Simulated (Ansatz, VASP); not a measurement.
## InP in VASP and in Ansatz

```
In P
1.0
     0.00000    2.93050    2.93050
     2.93050    0.00000    2.93050
     2.93050    2.93050    0.00000
In P
1 1
Direct
  0.00000 0.00000 0.00000
  0.75000 0.75000 0.75000
```

Alike in both runs: task single point; functional PBE-based screened hybrid; k mesh 4 × 4 × 4; occupations gaussian, width 0.05 eV; no spin polarisation.

```csv
,VASP,Ansatz
version,VASP 6.6.1,Ansatz 0.2.0
potentials or method,"VASP PAW PBE potentials, release 64 (In_d, P), cutoff 520 eV","scalar-relativistic, plane waves, PAW"
valence electrons in the cell,18,18
```

|  | VASP | Ansatz | Ansatz less VASP |
| --- | --- | --- | --- |
| gap on the k mesh at the Fermi level (eV) | 1.71 | 1.72 | +0.003 |
| least direct gap on the mesh (eV) | 1.71 | 1.72 | +0.003 |
| pressure (GPa) | 1.2 | 1.4 | +0.15 |

VASP's potentials were made for PBE, not for PBE-based screened hybrid. Ansatz's warnings: stress exchange threshold loose, stress scf threshold loose.

The k mesh is coarse, so the values compare programs but aren't converged.
